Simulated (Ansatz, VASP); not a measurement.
## ZnS: VASP beside Ansatz

The input INCAR:

```
SYSTEM = ZnS
ALGO = Normal ; EDIFF = 1E-8
ENCUT = 520 ; GGA = PE
ISIF = 2 ; ISMEAR = -1
ISYM = 0 ; LASPH = .True.
LCHARG = .False. ; LEFG = .True.
LREAL = .False. ; LWAVE = .False.
NBANDS = 26 ; NELM = 60
PREC = Accurate ; SIGMA = 0.03
```

File KPOINTS:

```
k-points
0
Gamma
  8 8 5
  0 0 0
```

POSCAR

```
ZnS
1.0
    3.8109987816      0.0000000000      0.0000000000
   -1.9054993908      3.3004217586      0.0000000000
    0.0000000000      0.0000000000      6.2340000000
Zn S
2 2
Direct
    0.3333333333      0.6666666667      0.0000000000
    0.6666666667      0.3333333333      0.5000000000
    0.3333333333      0.6666666667      0.3850000000
    0.6666666667      0.3333333333      0.8850000000
```

Input for Ansatz:

```yaml
crystal:
  lattice:
    - [3.8109987816, 0.0, 0.0]
    - [-1.9054993908, 3.3004217586, 0.0]
    - [0.0, 0.0, 6.234]
  atoms:
    - { symbol: Zn, position: [0.3333333333, 0.6666666667, 0.0] }
    - { symbol: Zn, position: [0.6666666667, 0.3333333333, 0.5] }
    - { symbol: S, position: [0.3333333333, 0.6666666667, 0.385] }
    - { symbol: S, position: [0.6666666667, 0.3333333333, 0.885] }
  symmetry: { detect: false }
kpoints:
  mp_grid: { grid: [8, 8, 5] }
  band_path:
    path:
      - [0.0, 0.0, 0.0]
      - [0.5, 0.0, 0.0]
      - [0.3333333333, 0.3333333333, 0.0]
      - [0.0, 0.0, 0.0]
      - [0.0, 0.0, 0.5]
      - [0.5, 0.0, 0.5]
      - [0.3333333333, 0.3333333333, 0.5]
      - [0.0, 0.0, 0.5]
      - [0.5, 0.0, 0.5]
    npoints: 8
scf:
  occupations: { method: fermi_dirac, width: 0.03 }
  lower_state_search: "off"
  mixing: { algorithm: broyden, beta: 0.5 }
hamiltonian:
  xc: pbe
  pseudopotentials: { kind: all_electron, datasets: crystal }
output:
  forces: true
  stress: true
  eigenvalues: true
  efg: { contact_densities: true }
```

Alike in both runs: task electric field gradients; functional PBE; k mesh 8 × 8 × 5; occupations fermi-dirac, width 0.03 eV; no spin polarisation.

|  | VASP | Ansatz |
| --- | --- | --- |
| version | VASP 6.6.1 | Ansatz 0.2.0 |
| potentials or method | VASP PAW PBE potentials, release 64 (Zn, S), cutoff 520 eV | all-electron PAW with datasets made for the crystal, scalar-relativistic |

Ansatz gave:

```
gap on the k mesh at the Fermi level (eV)                     : 2.25
pressure (GPa)                                                : 2.3
traceless stress, the component that is largest in VASP (GPa) : -1.35
rms of the force components (eV/Å)                            : 0.184
```

**Question.** What did VASP give for the same quantities?

**Answer.** gap on the k mesh at the Fermi level (eV): 2.25; pressure (GPa): 2.5; traceless stress, the component that is largest in VASP (GPa): -1.37; rms of the force components (eV/Å): 0.186.

Atom by atom the forces differ by 0.002 eV/Å (rms over components). Ansatz ran all-electron here, and VASP with PAW potentials.
